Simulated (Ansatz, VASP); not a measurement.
One calculation of Al3Cu2, two programs

```
CELL_PARAMETERS angstrom
4.10296 0.00000 0.00000
-2.05148 3.55327 0.00000
0.00000 0.00000 4.81664
ATOMIC_POSITIONS crystal
Al 0.00000 0.00000 0.00000
Al 0.35781 0.66667 0.35089
Al 0.64219 0.33333 0.64911
Cu 0.29270 0.66667 0.84159
Cu 0.70730 0.33333 0.15841
```

Change from the starting cell: mode 4 frozen in at -0.165 Å, strain +e along z and -e/2 along x and y -0.0233.

Alike in both runs: task single point; functional LDA; k mesh 12 × 12 × 8; occupations gaussian, width 0.15 eV; no spin polarisation.

|  | VASP | Ansatz |
| --- | --- | --- |
| version | VASP 6.6.1 | Ansatz 0.2.0 |
| potentials or method | VASP PAW LDA potentials, release 64 (Al, Cu), cutoff 520 eV | scalar-relativistic, plane waves, PAW |
| valence electrons in the cell | 31 | 47 |

Ansatz gave:

- gap on the k mesh at the Fermi level (eV): none
- pressure (GPa): 1.6
- traceless stress, the component that is largest in VASP (GPa): 3.29
- rms of the force components (eV/Å): 0.219

Problem. Estimate VASP's values.

Solution. gap on the k mesh at the Fermi level (eV): none; pressure (GPa): 2.1; traceless stress, the component that is largest in VASP (GPa): 3.34; rms of the force components (eV/Å): 0.224.

Ansatz warns that its potentials were made for another functional, while VASP's fit it. LDA's correlation is that of Perdew and Zunger in VASP and of Perdew and Wang (1992) in Ansatz. Atom by atom the forces differ by 0.005 eV/Å (rms over components). A gap of «none» marks a metal or a gap that the smearing closes. VASP's potentials hold 31 valence electrons a cell and Ansatz's 47, so a difference there can come from the potentials and not from the codes.
